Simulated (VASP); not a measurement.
A run of VASP 6.6.1:

Contents of INCAR:

```
SYSTEM = Ag
  PREC = Accurate
  ENCUT = 520
  EDIFF = 1E-8
  ISMEAR = -1
  SIGMA = 0.05
  LREAL = .FALSE.
  LASPH = .TRUE.
  NELM = 80
  ALGO = Normal
  ISIF = 2
  LWAVE = .FALSE.
  LCHARG = .FALSE.
  LEFG = .TRUE.
  NBANDS = 12
```

The input KPOINTS:

```
Automatic mesh
0
G
  15 15 15
  0 0 0
```

File POSCAR:

```
Ag
1.0
    0.0000000000      2.0431000000      2.0431000000
    2.0431000000      0.0000000000      2.0431000000
    2.0431000000      2.0431000000      0.0000000000
Ag
1
Direct
    0.0000000000      0.0000000000      0.0000000000
```

Potentials or basis: VASP PAW LDA potentials, release 64 (Ag).

Launch:

```bash
$ cat potpaw_LDA.64/Ag/POTCAR > POTCAR
$ mpirun -np 1 vasp_std > vasp.out
```

Hardware: 1 thread of Intel Xeon 6975P-C, with other jobs on the host.

Q: Estimate the wall time of this run.

A: Wall time 10 s on 1 thread of Intel Xeon 6975P-C, with other jobs on the host, peak memory 0.15 GiB. Counts: scf iterations 12, k points 120.
